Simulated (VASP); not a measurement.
Wanted: the native input for a VASP 6.6.1 run.

| Quantity | Value |
| --- | --- |
| Task | electric field gradients |
| Functional | PBEsol |
| Potentials or basis | VASP PAW PBE potentials, release 64 (Hf_pv) |
| Cutoff | 520 eV |
| k mesh | 13 × 13 × 7 |
| Occupations | fermi-dirac, width 0.05 eV |
| Spin | no spin polarisation |
| Dipole correction | no |
| Further INCAR settings | ALGO = Normal; EDIFF = 1e-08; NBANDS = 17 |

The structure of Hf lies in POSCAR:

```
Hf
1.0
    3.1534945994      0.0000000000      0.0000000000
   -1.5767472997      2.7310064337      0.0000000000
    0.0000000000      0.0000000000      4.9894429718
Hf
2
Direct
    0.3333333333      0.6666666667      0.2500000000
    0.6666666667      0.3333333333      0.7500000000
```

This cell differs from its parent crystal: volume scaled by 0.96.

These files were run (other wordings do the same):

INCAR

```
SYSTEM = Hf
PREC     = Accurate       ! precision mode
ENCUT    = 520            ! plane-wave cutoff, eV
EDIFF    = 1E-8           ! SCF threshold, eV
ISMEAR   = -1             ! smearing method
SIGMA    = 0.05           ! smearing width, eV
LREAL    = .FALSE.        ! projectors in reciprocal space
LASPH    = .TRUE.         ! aspherical terms in the spheres
NELM     = 100            ! most SCF steps
ALGO     = Normal         ! electronic algorithm
ISIF     = 2              ! what is computed and relaxed
LWAVE    = .FALSE.        ! write WAVECAR
LCHARG   = .FALSE.        ! write CHGCAR
GGA      = PS             ! functional
LEFG     = .TRUE.       
NBANDS   = 17             ! bands
```

KPOINTS

```
regular mesh
0
G
  13 13 7
  0 0 0
```

Potentials or basis: VASP PAW PBE potentials, release 64 (Hf_pv).

The run is started by

```sh
$ cat potpaw_PBE.64/Hf_pv/POTCAR > POTCAR
$ mpirun -np 1 vasp_std > vasp.out
```

Results of the run:

- Pressure: 0.3 GPa
- Band gap on the k mesh: zero (band 10 reaches 6.21 eV, above the bottom of band 11 at 4.67 eV)

Caveat: without QUAD_EFG the Cq values of the log hold for a quadrupole moment of 1 mb, not for the nuclei; the PAW data sets were made with another functional, which shifts forces and pressure a little; spin-orbit coupling is left out, which moves the levels of the heavy elements.

It took 17 s on 1 thread of Intel(R) Xeon(R) 6975P-C (Granite Rapids) (shared host), peak memory 0.19 GiB.
